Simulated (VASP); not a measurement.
# BeSi2Br (P6/mmm) in VASP: further runs

Runs on BeSi2Br. Level: PBE. Tasks: single point, relaxation of cell and atoms.

Program: VASP 6.6.1. These are calculated values, not measurements. Logs are shortened: lines on timing, memory, paths and dates and some standing lists are left out, and cuts for length are marked.

## (1) The cell of the first run

Symmetry: P6/mmm, No. 191, hexagonal system. Conventional cell: a = 2.790 Å, b = 2.790 Å, c = 10.442 Å, α = 90.00°, β = 90.00°, γ = 120.00°. Within 3.0 Å of Be (site symmetry 6/mmm) lie 2 Si at 2.27 Å and 6 Be at 2.79 Å. Si (site symmetry 6mm) has 1 Be at 2.27 Å and 6 Si at 2.79 Å and 1 Br at 2.95 Å within 3.0 Å. Br (site symmetry 6/mmm) has 6 Br at 2.79 Å and 2 Si at 2.95 Å within 3.7 Å.

The cell was generated, and may not be a known phase.

## (2) Single point, PBE

File INCAR:

```
SYSTEM = BeSi2Br
ALGO     = Normal         ! electronic algorithm
EDIFF    = 1E-6           ! SCF threshold, eV
ENCUT    = 520            ! plane-wave cutoff, eV
GGA      = PE             ! functional
ISIF     = 2              ! what is computed and relaxed
ISMEAR   = 0              ! smearing method
LASPH    = .True.         ! aspherical terms in the spheres
LCHARG   = .False.        ! write CHGCAR
LREAL    = .False.        ! projectors in reciprocal space
LWAVE    = .False.        ! write WAVECAR
NBANDS   = 16             ! bands
NELM     = 100            ! most SCF steps
PREC     = Accurate       ! precision mode
SIGMA    = 0.1            ! smearing width, eV
```

File KPOINTS:

```
k-points
0
Gamma
  6 6 4
  0 0 0
```

File POSCAR:

```
BeSi2Br
1.0
    2.7895110933     -0.0000000020      0.0000000000
   -1.3947555449      2.4157874720      0.0000000000
    0.0000000000      0.0000000000     10.4420456123
Be Si Br
1 2 1
Direct
    0.0000000000      0.0000000000      0.5000000000
    0.0000000000      0.0000000000      0.7174451380
    0.0000000000      0.0000000000      0.2825548620
    0.0000000000      0.0000000000      0.0000000000
```

Potentials or basis: VASP PAW PBE potentials, release 64 (Be, Si, Br).

On the command line:

```
$ cat potpaw_PBE.64/Be/POTCAR potpaw_PBE.64/Si/POTCAR potpaw_PBE.64/Br/POTCAR > POTCAR
$ mpirun -np 1 vasp_std > vasp.out
```

OUTCAR:

```text
SYSTEM = BeSi2Br
   EDIFF = 1E-6
   ENCUT = 520
   GGA = PE
   ISIF = 2
   ISMEAR = 0
   LASPH = .True.
   LREAL = .False.
   NELM = 100
   PREC = Accurate

 ion  position               nearest neighbor table
   1  0.000  0.000  0.500-   2 2.27   3 2.27
   2  0.000  0.000  0.717-   1 2.27   4 2.95
   3  0.000  0.000  0.283-   1 2.27   4 2.95
   4  0.000  0.000  0.000-   2 2.95   3 2.95

  LATTYP: Found a hexagonal cell.
 ALAT       =     2.7895110933
 C/A-ratio  =     3.7433246411

  Lattice vectors:

 A1 = (   2.7895110933,  -0.0000000020,   0.0000000000)
 A2 = (  -1.3947555449,   2.4157874720,   0.0000000000)
 A3 = (   0.0000000000,   0.0000000000,  10.4420456123)

Analysis of symmetry for initial positions (statically):
=====================================================================
 Subroutine PRICEL returns:
 Original cell was already a primitive cell.

 Routine SETGRP: Setting up the symmetry group for a
 hexagonal supercell.

 Subroutine GETGRP returns: Found 24 space group operations
 (whereof 24 operations were pure point group operations)
 out of a pool of 24 trial point group operations.

The static configuration has the point symmetry D_6h.

Analysis of symmetry for dynamics (positions and initial velocities):
=====================================================================
 Subroutine PRICEL returns:
 Original cell was already a primitive cell.

 Routine SETGRP: Setting up the symmetry group for a
 hexagonal supercell.

 Subroutine GETGRP returns: Found 24 space group operations
 (whereof 24 operations were pure point group operations)
 out of a pool of 24 trial point group operations.

The dynamic configuration has the point symmetry D_6h.

 Subroutine INISYM returns: Found 24 space group operations
 (whereof 24 operations are pure point group operations),
 and found     1 'primitive' translations

----------------------------------------------------------------------------------------

                                     Primitive cell

  volume of cell :      70.3675

  direct lattice vectors                    reciprocal lattice vectors
     2.789511093 -0.000000002  0.000000000     0.358485759  0.206971849  0.000000000
    -1.394755545  2.415787472  0.000000000     0.000000000  0.413943698  0.000000000
     0.000000000  0.000000000 10.442045612     0.000000000  0.000000000  0.095766676

  length of vectors
     2.789511093  2.789511093 10.442045612     0.413943698  0.413943698  0.095766676

  position of ions in fractional coordinates (direct lattice)
     0.000000000  0.000000000  0.500000000
     0.000000000  0.000000000  0.717445138
     0.000000000  0.000000000  0.282554862
     0.000000000  0.000000000  0.000000000

  ion indices of the primitive-cell ions
   primitive index   ion index
                 1           1
                 2           2
                 3           3
                 4           4

----------------------------------------------------------------------------------------

 KPOINTS: k-points

Automatic generation of k-mesh.
 Grid dimensions read from file:
 generate k-points for:    6    6    4

 Generating k-lattice:

  Cartesian coordinates                     Fractional coordinates (reciprocal lattice)
     0.059747626  0.034495308  0.000000000     0.166666667  0.000000000  0.000000000
     0.000000000  0.068990616  0.000000000     0.000000000  0.166666667  0.000000000
     0.000000000  0.000000000  0.023941669     0.000000000  0.000000000  0.250000000

  Length of vectors
     0.068990616  0.068990616  0.023941669

  Shift w.r.t. Gamma in fractional coordinates (k-lattice)
     0.000000000  0.000000000  0.000000000

 Subroutine IBZKPT returns following result:
 ===========================================

 Found     21 irreducible k-points:

 Following reciprocal coordinates:
            Coordinates               Weight
  0.000000  0.000000  0.000000      1.000000
  0.166667 -0.000000  0.000000      6.000000
  0.333333  0.000000  0.000000      6.000000
  0.500000  0.000000  0.000000      3.000000
  0.166667  0.166667  0.000000      6.000000
  0.333333  0.166667  0.000000     12.000000
[... 13 lines left out ...]
  0.333333  0.166667  0.500000     12.000000
  0.333333  0.333333  0.500000      2.000000
   k-points           NKPTS =     21   k-points in BZ     NKDIM =     21   number of bands    NBANDS=     16
   number of dos      NEDOS =    301   number of ions     NIONS =      4
   total plane-waves  NPLWV =  46080
   dimension x,y,z NGX =    24 NGY =   24 NGZ =   80
   dimension x,y,z NGXF=    48 NGYF=   48 NGZF=  160
   ions per type =               1   2   1
   NGX,Y,Z   is equivalent  to a cutoff of  14.30, 14.30, 12.74 a.u.
   NGXF,Y,Z  is equivalent  to a cutoff of  28.61, 28.61, 25.47 a.u.
 SYSTEM =  BeSi2Br
   PREC   = accura    normal or accurate (medium, high low for compatibility)
   ISTART =      0    job   : 0-new  1-cont  2-samecut
[... 62 lines left out ...]

 k-point     1 :       0.0000    0.0000    0.0000
  band No.  band energies     occupation
      1     -12.2050      2.00000
      2      -5.3501      2.00000
      3      -5.3295      2.00000
      4      -0.6447      2.00000
      5       0.1018      2.00000
      6       3.8469      2.00000
[... 8 lines left out ...]
     15      15.4679      0.00000
     16      17.2940      0.00000

 k-point     2 :       0.1667   -0.0000    0.0000
  band No.  band energies     occupation
      1     -11.6491      2.00000
      2      -4.6762      2.00000
      3      -4.6529      2.00000
      4      -0.0762      2.00000
      5       0.7107      2.00000
      6       4.3690      2.00000
[... 8 lines left out ...]
     15      14.5026      0.00000
     16      15.8328      0.00000

 k-point     3 :       0.3333    0.0000    0.0000
  band No.  band energies     occupation
      1     -10.1781      2.00000
      2      -2.6813      2.00000
      3      -2.6589      2.00000
      4       0.4648      2.00000
      5       1.4264      2.00000
      6       2.5399      2.00000
[... 8 lines left out ...]
     15      11.9430      0.00000
     16      13.8198      0.00000

 k-point     4 :       0.5000    0.0000    0.0000
  band No.  band energies     occupation
      1      -9.0450      2.00000
      2      -1.8100      2.00000
      3      -0.0652      2.00000
      4       0.1961      2.00000
      5       1.1566      2.00000
      6       1.4498      2.00000
[... 8 lines left out ...]
     15      12.0525      0.00000
     16      13.1825      0.00000

 k-point     5 :       0.1667    0.1667    0.0000
  band No.  band energies     occupation
      1     -10.6215      2.00000
      2      -3.3400      2.00000
      3      -3.3155      2.00000
      4       0.9754      2.00000
      5       1.8451      2.00000
      6       2.2004      2.00000
[... 8 lines left out ...]
     15      13.0612      0.00000
     16      13.1406      0.00000

 k-point     6 :       0.3333    0.1667    0.0000
  band No.  band energies     occupation
      1      -9.1336      2.00000
      2      -0.9403      2.00000
      3      -0.7593      2.00000
      4      -0.5530      2.00000
      5       2.4299      2.00000
      6       3.1278      2.00000
[... 8 lines left out ...]
     15      10.7198      0.00000
     16      12.7153      0.00000
[... 210 lines left out ...]
 k-point    18 :       0.5000    0.0000    0.5000
  band No.  band energies     occupation
      1      -9.0450      2.00000
      2      -1.8086      2.00000
      3      -0.1655      2.00000
      4       0.3537      2.00000
      5       1.0363      2.00000
      6       1.6076      2.00000
[... 8 lines left out ...]
     15      11.4457      0.00000
     16      12.7376      0.00000

 k-point    19 :       0.1667    0.1667    0.5000
  band No.  band energies     occupation
      1     -10.6215      2.00000
      2      -3.5350      2.00000
      3      -3.0709      2.00000
      4       0.4397      2.00000
      5       2.1052      2.00000
      6       3.3118      2.00000
[... 8 lines left out ...]
     15      12.8597      0.00000
     16      12.9630      0.00000

 k-point    20 :       0.3333    0.1667    0.5000
  band No.  band energies     occupation
      1      -9.1336      2.00000
      2      -0.9536      2.00000
      3      -0.8738      2.00000
      4      -0.3599      2.00000
      5       2.1115      2.00000
      6       3.1596      2.00000
[... 8 lines left out ...]
     15      11.4424      0.00000
     16      11.8883      0.00000

 k-point    21 :       0.3333    0.3333    0.5000
  band No.  band energies     occupation
      1      -8.5038      2.00000
      2       0.0807      2.00000
      3       0.0807      2.00000
      4       1.1803      2.00000
      5       1.8286      2.00000
      6       3.0075      2.00000
[... 8 lines left out ...]
     15      12.6488      0.00000
     16      12.6489      0.00000

------------------------ aborting loop because EDIFF is reached ----------------------------------------

  FORCE on cell =-STRESS in cart. coord.  units (eV):
  Direction    XX          YY          ZZ          XY          YZ          ZX
  --------------------------------------------------------------------------------------
  -------------------------------------------------------------------------------------
  Total       -0.0153140     -0.0153140     -0.1055348     -0.0000000     -0.0000000     -0.0000000
  in kB       -0.3486797     -0.3486797     -2.4028909     -0.0000000     -0.0000000     -0.0000000
  external PRESSURE =      -1.0334168 kB  Pullay stress =       0.0000000 kB

 VOLUME and BASIS-vectors are now :
 -----------------------------------------------------------------------------
  energy-cutoff  :      520.00
  volume of cell :       70.37
      direct lattice vectors                 reciprocal lattice vectors
     2.789511093 -0.000000002  0.000000000     0.358485759  0.206971849  0.000000000
    -1.394755545  2.415787472  0.000000000     0.000000000  0.413943698  0.000000000
     0.000000000  0.000000000 10.442045612     0.000000000  0.000000000  0.095766676

 POSITION                                       TOTAL-FORCE (eV/Angst)
 -----------------------------------------------------------------------------------
      0.00000      0.00000      5.22102         0.000000      0.000000      0.000000
      0.00000      0.00000      7.49159        -0.000000      0.000000      0.007164
      0.00000      0.00000      2.95045        -0.000000     -0.000000     -0.007164
      0.00000      0.00000      0.00000         0.000000      0.000000      0.000000
 -----------------------------------------------------------------------------------
    total drift:                               -0.000000      0.000000     -0.000000

  FREE ENERGIE OF THE ION-ELECTRON SYSTEM (eV)
  ---------------------------------------------------
  free  energy   TOTEN  =       -13.4208589902 eV

  energy  without entropy=      -13.4068749800  energy(sigma->0) =      -13.41386699
```

Wall time 13 s (1 thread of Intel Xeon 6975P-C (Granite Rapids), shared host); peak memory 0.2 GiB.

Results:

```yaml
Free_energy: -13.4209 eV
Pressure: -0.1 GPa
Largest_force: 0.007 eV/Å
Band_gap_on_the_k_mesh: zero (an odd number of electrons rules out a gap without spin polarisation)
```

Forces on the atoms (eV/Å):
```
Be   0.000  0.000  0.000
Si   0.000  0.000  0.007
Si   0.000  0.000 -0.007
Br   0.000  0.000  0.000
```

Stress tensor (GPa, compression positive):
```
-0.03  0.00  0.00
 0.00 -0.03  0.00
 0.00  0.00 -0.24
```

Caveat: the k points lie up to 0.43 Å⁻¹ apart, too coarse for converged energies and pressures of a metal; an odd number of electrons without spin polarisation forces a metal; a magnetic or distorted state may lie lower.

## (3) Single point, PBE

This run uses another cell than the first one, of 21.63 Å³/atom.

File INCAR:

```
SYSTEM = BeSi2Br
  PREC = Accurate
  ENCUT = 520
  EDIFF = 1E-6
  ISMEAR = 0
  SIGMA = 0.1
  LREAL = .FALSE.
  LASPH = .TRUE.
  NELM = 80
  ALGO = Normal
  ISIF = 2
  LWAVE = .FALSE.
  LCHARG = .FALSE.
  GGA = PE
  NBANDS = 16
```

File KPOINTS:

```
regular mesh
0
G
  6 6 4
  0 0 0
```

File POSCAR:

```
BeSi2Br
1.0
    3.9414042900      0.0000000000      0.0000000000
   -1.9707021400      3.4133562400      0.0000000000
    0.0000000000      0.0000000000      6.4311700900
Be Si Br
1 2 1
Direct
    0.0000000000      0.0000000000      0.5000000000
    0.0000000000      0.0000000000      0.7281614400
    0.0000000000      0.0000000000      0.2718385600
    0.0000000000      0.0000000000      0.0000000000
```

Potentials or basis: VASP PAW PBE potentials, release 64 (Be, Si, Br).

On the command line:

```
$ cat potpaw_PBE.64/Be/POTCAR potpaw_PBE.64/Si/POTCAR potpaw_PBE.64/Br/POTCAR > POTCAR
$ mpirun -np 1 vasp_std > vasp.out
```

It took 16 s on 1 thread of Intel Xeon 6975P-C (Granite Rapids), shared host; peak memory 0.2 GiB.

It converged, with:

```yaml
Free_energy: 5.5789 eV
Pressure: 75.3 GPa
Largest_force: 1.166 eV/Å
Band_gap_on_the_k_mesh: zero (an odd number of electrons rules out a gap without spin polarisation)
```

Forces in eV/Å, atoms in the order of the input:
```
Be   0.000  0.000  0.000
Si   0.000  0.000 -1.166
Si   0.000  0.000  1.166
Br   0.000  0.000  0.000
```

Stress tensor (GPa, compression positive):
```
  0.21   0.00   0.00
  0.00   0.21   0.00
  0.00   0.00 225.44
```

Levels at points of the mesh, in eV from the Fermi level:
| k point | band 5 | band 6 | band 7 | band 8 | band 9 | band 10 | band 11 | band 12 |
| --- | --- | --- | --- | --- | --- | --- | --- | --- |
| (0.00, 0.00, 0.00) | -7.48 | -4.59 | 0.57 | 0.57 | 0.73 | 0.73 | 0.87 | 2.52 |
| (0.50, 0.00, 0.00) | -6.43 | -4.05 | -2.15 | -2.10 | -0.05 | 0.08 | 2.03 | 3.22 |
| (0.00, 0.00, 0.50) | -6.30 | -6.16 | -0.64 | -0.64 | 0.85 | 3.45 | 3.70 | 4.12 |
| (0.50, 0.00, 0.50) | -5.47 | -5.31 | -3.54 | -1.30 | 1.25 | 2.07 | 2.14 | 3.61 |

Caveat: the stress differs along the axes, from 0 to 225 GPa; this functional lacks dispersion, which binds layers or chains, so the pressure and a relaxed spacing across them are unreliable; an odd number of electrons without spin polarisation forces a metal; a magnetic or distorted state may lie lower.

## (4) Relaxation of cell and atoms, PBE

This run uses another cell than the first one, of 21.63 Å³/atom.

File INCAR:

```
SYSTEM = BeSi2Br
PREC     = Accurate       ! precision mode
ENCUT    = 600            ! plane-wave cutoff, eV
EDIFF    = 1E-6           ! SCF threshold, eV
ISMEAR   = 0              ! smearing method
SIGMA    = 0.1            ! smearing width, eV
LREAL    = .False.        ! projectors in reciprocal space
LASPH    = .True.         ! aspherical terms in the spheres
NELM     = 80             ! most SCF steps
ALGO     = Normal         ! electronic algorithm
ISIF     = 3              ! what is computed and relaxed
LWAVE    = .False.        ! write WAVECAR
LCHARG   = .False.        ! write CHGCAR
GGA      = PE             ! functional
IBRION   = 2              ! ionic algorithm
NSW      = 90             ! ionic steps
EDIFFG   = -0.04          ! ionic threshold
```

File KPOINTS:

```
regular mesh
0
Gamma
  6 6 4
  0 0 0
```

POSCAR is that of step 3.

On the command line:

```
$ cat potpaw_PBE.64/Be/POTCAR potpaw_PBE.64/Si/POTCAR potpaw_PBE.64/Br/POTCAR > POTCAR
$ mpirun -np 1 vasp_std > vasp.out
```

It took 4.5 min on 1 thread of Intel Xeon 6975P-C (Granite Rapids), shared host; peak memory 0.25 GiB.

The run converged. Its results:

```yaml
Free_energy: -13.4126 eV
Relaxed_volume: 17.41 Å³/atom
Relaxed_cell: a = 2.792 Å, b = 2.792 Å, c = 10.317 Å, α = 90.00°, β = 90.00°, γ = 120.00°
Space_group_after_relaxing_to_0.1_Å: P6/mmm (No. 191)
Energy_gained_by_relaxing: 4747.7 meV/atom
Ionic_steps: 25
Pressure_after_relaxing: 0.3 GPa
Largest_force_after_relaxing: 0.023 eV/Å
Band_gap_on_the_k_mesh: zero (an odd number of electrons rules out a gap without spin polarisation)
```

Forces on the atoms (eV/Å):
```
Be   0.000  0.000  0.000
Si   0.000  0.000 -0.023
Si   0.000  0.000  0.023
Br   0.000  0.000  0.000
```

Step by step:
| step | energy change (eV) | largest force (eV/Å) | pressure (GPa) | volume (Å³) |
| --- | --- | --- | --- | --- |
| 1 | 0.0000 | 1.1636 | 75.29 | 86.52 |
| 2 | -11.3083 | 0.5462 | -6.39 | 214.16 |
| 3 | -11.8898 | 0.6128 | -6.56 | 203.17 |
| 4 | -12.4169 | 0.6491 | -6.77 | 193.51 |
| 5 | -15.9490 | 0.5852 | -7.07 | 139.95 |
| 6 | -15.3954 | 2.2947 | 6.19 | 113.22 |
| 7 | -16.3799 | 1.0556 | -5.57 | 131.86 |
| 8 | -16.4754 | 1.4223 | -3.41 | 125.70 |
| 9 | -16.4783 | 1.3494 | -3.92 | 126.84 |
| 10 | -17.0375 | 0.6151 | -4.87 | 115.70 |
| 11 | -18.2363 | 0.6834 | -4.00 | 85.00 |
| 12 | -18.4174 | 1.5336 | 1.29 | 71.62 |
| 13 | -18.4091 | 1.1539 | -1.73 | 76.78 |
| 14 | -18.4247 | 1.2239 | -0.89 | 74.97 |
| 15 | -18.7341 | 1.2194 | 0.71 | 69.11 |
| 16 | -18.7341 | 0.9175 | 3.32 | 66.60 |
| 17 | -18.7560 | 1.0482 | 1.93 | 67.81 |
| 18 | -18.9072 | 0.5181 | -0.61 | 69.85 |
| 19 | -18.9514 | 0.3234 | -1.78 | 71.25 |
| 20 | -18.9265 | 0.2377 | -2.90 | 74.12 |
| 21 | -18.9617 | 0.1761 | -2.27 | 72.15 |
| 22 | -18.9723 | 0.2228 | 2.19 | 68.03 |
| 23 | -18.9882 | 0.0332 | 0.10 | 69.75 |
| 24 | -18.9887 | 0.0827 | 0.37 | 69.55 |
| 25 | -18.9909 | 0.0229 | 0.26 | 69.65 |

Final structure:
```
Be Si Br
1.0
     2.79202    0.00000    0.00000
    -1.39601    2.41796    0.00000
     0.00000    0.00000   10.31709
Be Si Br
1 2 1
Direct
  0.00000 0.00000 0.50000
  0.00000 0.00000 0.72045
  0.00000 0.00000 0.27955
  0.00000 0.00000 0.00000
```

Levels at points of the mesh, in eV from the Fermi level:
```tsv
k point	band 7	band 8	band 9	band 10	band 11	band 12
(0.00, 0.00, 0.00)	1.09	2.02	2.02	6.94	8.87	8.87
(0.50, 0.00, 0.00)	-3.19	-0.50	-0.49	-0.30	1.74	3.30
(0.00, 0.00, 0.50)	2.02	2.02	2.97	4.61	8.83	8.83
(0.50, 0.00, 0.50)	-3.41	-0.50	-0.50	0.33	0.82	4.81
```

Caveat: the volume moved by over 15 % at a fixed basis, so the end points are rough; an odd number of electrons without spin polarisation forces a metal; a magnetic or distorted state may lie lower.

## (5) Summary

| task | cell | cutoff (eV) | gap on the mesh (eV) | pressure (GPa) | largest force (eV/Å) |
| --- | --- | --- | --- | --- | --- |
| single point | a = 2.790, b = 2.790, c = 10.442 Å, angles 90.0, 90.0, 120.0°, 4 atoms, atomic positions A | 520 | none | -0.1 | 0.01 |
| single point | a = 3.941, b = 3.941, c = 6.431 Å, angles 90.0, 90.0, 120.0°, 4 atoms, atomic positions B | 520 | none | 75.3 | 1.17 |
| relaxation of cell and atoms | relaxed from a = 3.941, b = 3.941, c = 6.431 Å, angles 90.0, 90.0, 120.0°, 4 atoms, atomic positions B | 600 | none | 0.3 | 0.02 |

Alike in all rows: level PBE; potentials or basis VASP PAW PBE potentials, release 64 (Be, Si, Br); no spin polarisation; k mesh 6 × 6 × 4; smearing gaussian 0.1 eV.

Caveats: some runs use coarse meshes; an odd number of electrons without spin polarisation forces a metal; a magnetic or distorted state may lie lower; the stress differs along the axes, from 0 to 225 GPa (at least some runs); this functional lacks dispersion, which binds layers or chains, so the pressure and a relaxed spacing across them are unreliable (at least some runs); the volume moved by over 15 % at a fixed basis, so the end points are rough (at least some runs).

Absolute energies hang on the potentials; compare differences alone.
